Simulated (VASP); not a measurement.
# SrO (P6_3/mmc) in VASP: further runs

Runs on SrO. Level: PBEsol. Tasks: single point.

All numbers are computed with VASP 6.6.1; they aren't measurements. Logs are shortened: lines on timing, memory, paths and dates and some standing lists are left out, and cuts for length are marked.

### 1 The cell of the first run

It takes space group P6_3/mmc (No. 194, hexagonal). Conventional cell: a = 3.602 Å, b = 3.602 Å, c = 6.050 Å, α = 90.00°, β = 90.00°, γ = 120.00°. Sr (site symmetry -6m2) has 6 O at 2.57 Å within 3.4 Å. O (site symmetry -3m) has 6 Sr at 2.57 Å and 2 O at 3.03 Å within 3.4 Å.

### 2 Single point, PBEsol

The input, INCAR:

```
SYSTEM = SrO
  PREC = Accurate
  ENCUT = 520
  EDIFF = 1E-6
  ISMEAR = 0
  SIGMA = 0.05
  LREAL = .FALSE.
  LASPH = .TRUE.
  NELM = 60
  ALGO = Normal
  ISIF = 2
  LWAVE = .FALSE.
  LCHARG = .TRUE.
  GGA = PS
  LELF = .TRUE.
  LVHAR = .TRUE.
  NBANDS = 24
```

The input, KPOINTS:

```
regular mesh
0
G
  9 9 4
  0 0 0
```

The input, POSCAR:

```
SrO
1.0
    3.6019693189      0.0000000000      0.0000000000
   -1.8009846594      3.1193969338      0.0000000000
    0.0000000000      0.0000000000      6.0503837879
Sr O
2 2
Direct
    0.3333333333      0.6666666667      0.2500000000
    0.6666666667      0.3333333333      0.7500000000
    0.0000000000      0.0000000000      0.0000000000
    0.0000000000      0.0000000000      0.5000000000
```

Potentials or basis: VASP PAW PBE potentials, release 64 (Sr_sv, O).

Launch:

```
$ cat potpaw_PBE.64/Sr_sv/POTCAR potpaw_PBE.64/O/POTCAR > POTCAR
$ mpirun -np 1 vasp_std > vasp.out
```

OUTCAR:

```text
SYSTEM = SrO
   PREC = Accurate
   ENCUT = 520
   EDIFF = 1E-6
   ISMEAR = 0
   LREAL = .FALSE.
   LASPH = .TRUE.
   NELM = 60
   ISIF = 2
   GGA = PS

 ion  position               nearest neighbor table
   1  0.333  0.667  0.250-   3 2.57   4 2.57   3 2.57   4 2.57   3 2.57   4 2.57   2 3.67   2 3.67
                             2 3.67   2 3.67   2 3.67   2 3.67
   2  0.667  0.333  0.750-   3 2.57   4 2.57   3 2.57   4 2.57   3 2.57   4 2.57   1 3.67   1 3.67
                             1 3.67   1 3.67   1 3.67   1 3.67
   3  0.000  0.000  0.000-   1 2.57   2 2.57   1 2.57   2 2.57   2 2.57   1 2.57
   4  0.000  0.000  0.500-   1 2.57   2 2.57   1 2.57   2 2.57   2 2.57   1 2.57

  LATTYP: Found a hexagonal cell.
 ALAT       =     3.6019693189
 C/A-ratio  =     1.6797432882

  Lattice vectors:

 A1 = (   3.6019693189,   0.0000000000,   0.0000000000)
 A2 = (  -1.8009846594,   3.1193969338,   0.0000000000)
 A3 = (   0.0000000000,   0.0000000000,   6.0503837879)

Analysis of symmetry for initial positions (statically):
=====================================================================
 Subroutine PRICEL returns:
 Original cell was already a primitive cell.

 Routine SETGRP: Setting up the symmetry group for a
 hexagonal supercell.

 Subroutine GETGRP returns: Found 24 space group operations
 (whereof 12 operations were pure point group operations)
 out of a pool of 24 trial point group operations.

The static configuration has the point symmetry D_3d.
 The point group associated with its full space group is D_6h.

Analysis of symmetry for dynamics (positions and initial velocities):
=====================================================================
 Subroutine PRICEL returns:
 Original cell was already a primitive cell.

 Routine SETGRP: Setting up the symmetry group for a
 hexagonal supercell.

 Subroutine GETGRP returns: Found 24 space group operations
 (whereof 12 operations were pure point group operations)
 out of a pool of 24 trial point group operations.

The dynamic configuration has the point symmetry D_3d.
 The point group associated with its full space group is D_6h.

 Subroutine INISYM returns: Found 24 space group operations
 (whereof 12 operations are pure point group operations),
 and found     1 'primitive' translations

----------------------------------------------------------------------------------------

                                     Primitive cell

  volume of cell :      67.9819

  direct lattice vectors                    reciprocal lattice vectors
     3.601969319  0.000000000  0.000000000     0.277625907  0.160287392  0.000000000
    -1.800984659  3.119396934  0.000000000     0.000000000  0.320574785  0.000000000
     0.000000000  0.000000000  6.050383788     0.000000000  0.000000000  0.165278772

  length of vectors
     3.601969319  3.601969319  6.050383788     0.320574785  0.320574785  0.165278772

  position of ions in fractional coordinates (direct lattice)
     0.333333333  0.666666667  0.250000000
     0.666666667  0.333333333  0.750000000
     0.000000000  0.000000000  0.000000000
     0.000000000  0.000000000  0.500000000

  ion indices of the primitive-cell ions
   primitive index   ion index
                 1           1
                 2           2
                 3           3
                 4           4

----------------------------------------------------------------------------------------

 KPOINTS: regular mesh

Automatic generation of k-mesh.
 Grid dimensions read from file:
 generate k-points for:    9    9    4

 Generating k-lattice:

  Cartesian coordinates                     Fractional coordinates (reciprocal lattice)
     0.030847323  0.017809710  0.000000000     0.111111111  0.000000000  0.000000000
     0.000000000  0.035619421  0.000000000     0.000000000  0.111111111  0.000000000
     0.000000000  0.000000000  0.041319693     0.000000000  0.000000000  0.250000000

  Length of vectors
     0.035619421  0.035619421  0.041319693

  Shift w.r.t. Gamma in fractional coordinates (k-lattice)
     0.000000000  0.000000000  0.000000000

 Subroutine IBZKPT returns following result:
 ===========================================

 Found     36 irreducible k-points:

 Following reciprocal coordinates:
            Coordinates               Weight
  0.000000  0.000000  0.000000      1.000000
  0.111111  0.000000  0.000000      6.000000
  0.222222  0.000000  0.000000      6.000000
  0.333333  0.000000  0.000000      6.000000
  0.444444  0.000000  0.000000      6.000000
  0.111111  0.111111  0.000000      6.000000
[... 16 lines left out ...]
  0.333333  0.222222  0.250000     24.000000
  0.333333  0.333333  0.250000      4.000000
 [... further k-points ...]
   k-points           NKPTS =     36   k-points in BZ     NKDIM =     36   number of bands    NBANDS=     24
   number of dos      NEDOS =    301   number of ions     NIONS =      4
   total plane-waves  NPLWV =  37632
   dimension x,y,z NGX =    28 NGY =   28 NGZ =   48
   dimension x,y,z NGXF=    56 NGYF=   56 NGZF=   96
   ions per type =               2   2
   NGX,Y,Z   is equivalent  to a cutoff of  12.92, 12.92, 13.19 a.u.
   NGXF,Y,Z  is equivalent  to a cutoff of  25.85, 25.85, 26.38 a.u.
 SYSTEM =  SrO
   PREC   = accura    normal or accurate (medium, high low for compatibility)
   ISTART =      0    job   : 0-new  1-cont  2-samecut
   ICHARG =      2    charge: 1-file 2-atom 10-const
   ISPIN  =      1    spin polarized calculation?
   LNONCOLLINEAR =      F non collinear calculations
   LSORBIT =      F    spin-orbit coupling
   LASPH  =      T    aspherical Exc in radial PAW
   ENCUT  =  520.0 eV  38.22 Ry    6.18 a.u.   6.70  6.70 11.25*2*pi/ulx,y,z
   NELM   =     60;   NELMIN=  2; NELMDL= -5     # of ELM steps
   EDIFF  = 0.1E-05   stopping-criterion for ELM
   LREAL  =      F    real-space projection
   EDIFFG = 0.1E-04   stopping-criterion for IOM
   NSW    =      0    number of steps for IOM
   IBRION =     -1    ionic relax: 0-MD 1-quasi-New 2-CG
   NFREE  =      0    steps in history (QN), initial steepest desc. (CG)
   ISIF   =      2    stress and relaxation
   ISYM   =      2    0-nonsym 1-usesym 2-fastsym
   POTIM  = 0.5000    time-step for ionic-motion
   TEBEG  =    0.0;   TEEND  =   0.0 temperature during run
   PSTRESS=    0.0 pullay stress
   NELECT =      32.0000    total number of electrons
   NUPDOWN=      -1.0000    fix difference up-down
   EMIN   =  10.00;   EMAX   =-10.00  energy-range for DOS
   EFERMI =   0.00;   METHOD = LEGACY
   ISMEAR =     0;   SIGMA  =   0.05  broadening in eV -4-tet -1-fermi 0-gaus
   EFERMI_NEDOS =   21; number of points for ismear=-14 and -15
   IALGO  =     38    algorithm
   IMIX   =      4    mixing-type and parameters
     AMIX     =   0.40;   BMIX     =  1.00
     AMIX_MAG =   1.60;   BMIX_MAG =  1.00
  volume/ion in A,a.u.               =      17.00       114.69
  Fermi-wavevector in a.u.,A,eV,Ry     =   1.273484  2.406537 22.065419  1.621763
  Thomas-Fermi vector in A             =   2.406305
   LORBIT       =      0    0 simple, 1 ext, 2 COOP (PROOUT), +10 PAW based schemes
   GGA     = PS    functional components
   LHFCALC =     F    Hartree Fock is set to
   AEXX    =    0.0000 exact exchange contribution
   IVDW    =     0    specifies the selected vdW correction
   LEPSILON=     F    determine dielectric tensor
   LRPA    =     F    only Hartree local field effects (RPA)
 non-spin polarized calculation
 Gauss-broadening in eV      SIGMA  =   0.05
  energy-cutoff  :      520.00
  volume of cell :       67.98
 maximum number of plane-waves:      1860
 NGX is ok and might be reduce to    28

 number of electron      32.0000004 magnetization

 Free energy of the ion-electron system (eV)
  ---------------------------------------------------
  ext. energy  EPLUGINS =         0.00000000
  ---------------------------------------------------
  free energy    TOTEN  =       -24.91145138 eV

  energy without entropy =      -24.91145138  energy(sigma->0) =      -24.91145138

 E-fermi :   2.5369     XC(G=0): -10.2613

 val. band max:        2.2135427110   @ k =   0.0000   0.0000   0.0000
 cond. band min:       4.9173027243   @ k =   0.0000   0.0000   0.0000
 fundamental gap:      2.7037600134
 Fermi energy:         2.5369408233

 k-point     1 :       0.0000    0.0000    0.0000
  band No.  band energies     occupation
      1     -30.7729      2.00000
      2     -30.6444      2.00000
      3     -14.9508      2.00000
      4     -13.4242      2.00000
      5     -12.4948      2.00000
      6     -12.4948      2.00000
[... 16 lines left out ...]
     23       9.0940      0.00000
     24      10.4539      0.00000

 k-point     2 :       0.1111    0.0000    0.0000
  band No.  band energies     occupation
      1     -30.7577      2.00000
      2     -30.6365      2.00000
      3     -14.8559      2.00000
      4     -13.7177      2.00000
      5     -12.5980      2.00000
      6     -12.5395      2.00000
[... 16 lines left out ...]
     23       9.3127      0.00000
     24      10.1662      0.00000

 k-point     3 :       0.2222    0.0000    0.0000
  band No.  band energies     occupation
      1     -30.7180      2.00000
      2     -30.6173      2.00000
      3     -14.5808      2.00000
      4     -14.2128      2.00000
      5     -12.8370      2.00000
      6     -12.6321      2.00000
[... 16 lines left out ...]
     23       9.8787      0.00000
     24       9.8854      0.00000

 k-point     4 :       0.3333    0.0000    0.0000
  band No.  band energies     occupation
      1     -30.6693      2.00000
      2     -30.5983      2.00000
      3     -14.6301      2.00000
      4     -14.1587      2.00000
      5     -13.0919      2.00000
      6     -12.7247      2.00000
[... 16 lines left out ...]
     23      10.5868      0.00000
     24      10.6391      0.00000

 k-point     5 :       0.4444    0.0000    0.0000
  band No.  band energies     occupation
      1     -30.6327      2.00000
      2     -30.5903      2.00000
      3     -14.8631      2.00000
      4     -13.6881      2.00000
      5     -13.2502      2.00000
      6     -12.8607      2.00000
[... 16 lines left out ...]
     23      11.2108      0.00000
     24      11.9747      0.00000

 k-point     6 :       0.1111    0.1111    0.0000
  band No.  band energies     occupation
      1     -30.7302      2.00000
      2     -30.6229      2.00000
      3     -14.6707      2.00000
      4     -14.0774      2.00000
      5     -12.7887      2.00000
      6     -12.5625      2.00000
[... 16 lines left out ...]
     23       9.7990      0.00000
     24       9.8064      0.00000
[... 379 lines left out ...]
 k-point    21 :       0.4444    0.1111    0.2500
  band No.  band energies     occupation
      1     -30.6171      2.00000
      2     -30.5941      2.00000
      3     -14.7914      2.00000
      4     -14.0110      2.00000
      5     -12.9507      2.00000
      6     -12.7774      2.00000
[... 16 lines left out ...]
     23      11.1953      0.00000
     24      11.5635      0.00000

 k-point    22 :       0.2222    0.2222    0.2500
  band No.  band energies     occupation
      1     -30.6383      2.00000
      2     -30.5994      2.00000
      3     -14.6517      2.00000
      4     -14.1157      2.00000
      5     -12.9334      2.00000
      6     -12.8791      2.00000
[... 16 lines left out ...]
     23      11.1120      0.00000
     24      11.5389      0.00000

 k-point    23 :       0.3333    0.2222    0.2500
  band No.  band energies     occupation
      1     -30.6111      2.00000
      2     -30.5922      2.00000
      3     -14.7578      2.00000
      4     -13.9182      2.00000
      5     -13.0748      2.00000
      6     -12.9762      2.00000
[... 16 lines left out ...]
     23      11.4409      0.00000
     24      11.8069      0.00000

 k-point    24 :       0.3333    0.3333    0.2500
  band No.  band energies     occupation
      1     -30.5957      2.00000
      2     -30.5957      2.00000
      3     -14.7677      2.00000
      4     -13.7913      2.00000
      5     -13.1630      2.00000
      6     -13.1630      2.00000
[... 16 lines left out ...]
     23      11.8980      0.00000
     24      11.8982      0.00000

 [... further k-points ...]
[... 5 lines left out ...]
  --------------------------------------------------------------------------------------
  -------------------------------------------------------------------------------------
  Total       -1.5683266     -1.5683266      1.2752474     -0.0000000      0.0000000     -0.0000000
  in kB      -36.9618334    -36.9618334     30.0546350     -0.0000000      0.0000000     -0.0000000
  external PRESSURE =     -14.6230106 kB  Pullay stress =       0.0000000 kB

 VOLUME and BASIS-vectors are now :
 -----------------------------------------------------------------------------
  energy-cutoff  :      520.00
  volume of cell :       67.98
      direct lattice vectors                 reciprocal lattice vectors
     3.601969319  0.000000000  0.000000000     0.277625907  0.160287392  0.000000000
    -1.800984659  3.119396934  0.000000000     0.000000000  0.320574785  0.000000000
     0.000000000  0.000000000  6.050383788     0.000000000  0.000000000  0.165278772

 POSITION                                       TOTAL-FORCE (eV/Angst)
 -----------------------------------------------------------------------------------
     -0.00000      2.07960      1.51260         0.000000      0.000000      0.000000
      1.80098      1.03980      4.53779        -0.000000     -0.000000      0.000000
      0.00000      0.00000      0.00000         0.000000      0.000000      0.000000
      0.00000      0.00000      3.02519         0.000000      0.000000      0.000000
 -----------------------------------------------------------------------------------
    total drift:                                0.000000     -0.000000      0.000000

  FREE ENERGIE OF THE ION-ELECTRON SYSTEM (eV)
  ---------------------------------------------------
  free  energy   TOTEN  =       -24.9114513774 eV

  energy  without entropy=      -24.9114513774  energy(sigma->0) =      -24.91145138
```

Wall time 89 s (1 thread of AMD EPYC 7R13, shared host); peak memory 0.18 GiB.

What came out:

```
Free energy            : -24.9115 eV
Pressure               : -1.5 GPa
Band gap on the k mesh : 2.70 eV, direct
```

Caveat: the PAW data sets were made with another functional, which shifts forces and pressure a little.

### 3 Single point, PBEsol

This run uses another cell than the first one, of the same volume but with other edges.

INCAR, as its differences from that of step 2:

```diff
@@ -3,3 +3,3 @@
   ENCUT = 520
-  EDIFF = 1E-6
+  EDIFF = 1E-7
   ISMEAR = 0
@@ -8,3 +8,3 @@
   LASPH = .TRUE.
-  NELM = 60
+  NELM = 80
   ALGO = Normal
```

KPOINTS is that of step 2.

The input, POSCAR:

```
SrO
1.0
    3.8276635626      0.0000000000      0.0000000000
   -1.9138317813      3.3148538824      0.0000000000
    0.0000000000      0.0000000000      5.3579101492
Sr O
2 2
Direct
    0.3333333333      0.6666666667      0.2500000000
    0.6666666667      0.3333333333      0.7500000000
    0.0000000000      0.0000000000      0.0000000000
    0.0000000000      0.0000000000      0.5000000000
```

Potentials or basis: VASP PAW PBE potentials, release 64 (Sr_sv, O).

Launch:

```
$ cat potpaw_PBE.64/Sr_sv/POTCAR potpaw_PBE.64/O/POTCAR > POTCAR
$ mpirun -np 1 vasp_std > vasp.out
```

Wall time 73 s (1 thread of AMD EPYC 7R13, shared host); peak memory 0.17 GiB.

Results (log left out):

| Item | Value |
| --- | --- |
| Free energy | -23.7939 eV |
| Pressure | -0.5 GPa |
| Band gap on the k mesh | 1.00 eV, direct |

Stress tensor (GPa, compression positive):
```
-12.47   0.00   0.00
  0.00 -12.47   0.00
  0.00   0.00  23.50
```

Levels at points of the mesh, in eV from the valence-band top:
| k point | band 12 | band 13 | band 14 | band 15 | band 16 | band 17 | band 18 | band 19 | band 20 | band 21 |
| --- | --- | --- | --- | --- | --- | --- | --- | --- | --- | --- |
| (0.00, 0.00, 0.00) | -2.82 | -2.82 | -2.17 | -2.17 | 0.00 | 1.00 | 3.04 | 4.55 | 4.55 | 4.72 |
| (0.00, 0.00, 0.50) | -2.60 | -2.60 | -2.60 | -2.42 | -2.42 | 3.31 | 3.31 | 4.86 | 4.86 | 5.68 |

Caveat: the PAW data sets were made with another functional, which shifts forces and pressure a little. A k mesh can miss the band edges.
